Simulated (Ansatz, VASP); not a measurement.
## ScGa3: VASP beside Ansatz

File INCAR:

```
ALGO = Normal
EDIFF = 1E-8
ENCUT = 520
GGA = CA
ISIF = 2
ISMEAR = -1
LASPH = T
LCHARG = F
LEFG = T
LREAL = F
LWAVE = F
NBANDS = 33
NELM = 60
PREC = Accurate
SIGMA = 0.05
```

File KPOINTS:

```
k-points
0
Gamma
  9 9 9
```

File POSCAR:

```
ScGa3
1.0
    4.0396553778      0.0000000000      0.0000000000
    0.0000000000      4.0396553778      0.0000000000
    0.0000000000      0.0000000000      4.0396553778
Sc Ga
1 3
Direct
    0.0000000000      0.0000000000      0.0000000000
    0.0000000000      0.5000000000      0.5000000000
    0.5000000000      0.0000000000      0.5000000000
    0.5000000000      0.5000000000      0.0000000000
```

Input for Ansatz:

```yaml
crystal:
  lattice:
    - [4.0396553778, 0.0, 0.0]
    - [0.0, 4.0396553778, 0.0]
    - [0.0, 0.0, 4.0396553778]
  atoms:
    - { symbol: Sc, position: [0.0, 0.0, 0.0] }
    - { symbol: Ga, position: [0.0, 0.5, 0.5] }
    - { symbol: Ga, position: [0.5, 0.0, 0.5] }
    - { symbol: Ga, position: [0.5, 0.5, 0.0] }
kpoints:
  mp_grid: { grid: [9, 9, 9] }
scf:
  occupations: { method: fermi_dirac, width: 0.05 }
hamiltonian:
  xc: lda
  pseudopotentials: { kind: all_electron, datasets: crystal }
output:
  forces: true
  stress: true
  eigenvalues: true
  efg: { contact_densities: true }
```

Change from the starting cell: volume scaled by 0.96, crystal datasets.

Alike in both runs: task electric field gradients; functional LDA; k mesh 9 × 9 × 9; occupations fermi-dirac, width 0.05 eV; no spin polarisation.

```csv
,VASP,Ansatz
version,VASP 6.6.1,Ansatz 0.2.0
potentials or method,"VASP PAW LDA potentials, release 64 (Sc_sv, Ga_d), cutoff 520 eV","all-electron PAW with datasets made for the crystal, scalar-relativistic"
```

|  | VASP | Ansatz | Ansatz less VASP |
| --- | --- | --- | --- |
| pressure (GPa) | -2.2 | -2.5 | -0.23 |
| size of Vzz on the site where it differs most (V/Å²) | 64.6 | 67.0 | +2.42 |

LDA's correlation is that of Perdew and Zunger in VASP and of Perdew and Wang (1992) in Ansatz. Ansatz ran all-electron here, and VASP with PAW potentials.
